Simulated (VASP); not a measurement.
The system is S.

```
S
1.0
     5.36121    3.09530    1.39495
    -5.36121    3.09530    1.39495
     0.00000   -6.19060    1.39495
S
6
Cartesian
  0.5717 -4.4100 1.8385
  3.5333 2.7001 1.8385
  -4.1050 1.7099 1.8385
  -0.5717 4.4100 2.3463
  -3.5333 -2.7001 2.3463
  4.1050 -1.7099 2.3463
```

Base run:

| Item | Value |
| --- | --- |
| Program | VASP 6.6.1 |
| Functional | PBE |
| Potentials or basis | VASP PAW PBE potentials, release 64 (S) |
| Cutoff | 520 eV |
| k mesh | 6 × 6 × 6 |
| Occupations | gaussian, width 0.01 eV |
| Spin | no spin polarisation |

Its results: band gap on the k mesh 1.93 eV (least direct gap 2.01 eV); pressure 1.8 GPa; largest force 0.047 eV/Å.

The run is repeated on the same cell with these changes: functional from PBE to r2SCAN; further incar settings from ALGO = Normal; EDIFF = 1e-07; NBANDS = 27 to ALGO = Normal; EDIFF = 1e-06; NBANDS = 27. What comes out?

Band gap on the k mesh 2.21 eV (least direct gap 2.26 eV); pressure 0.2 GPa; largest force 0.192 eV/Å.

Caveats: this functional lacks dispersion, which holds the molecules together, so the pressure and a relaxed volume are unreliable (at least some runs); the PAW data sets were made with another functional, which shifts forces and pressure a little (at least some runs).

A k mesh can miss the band edges.
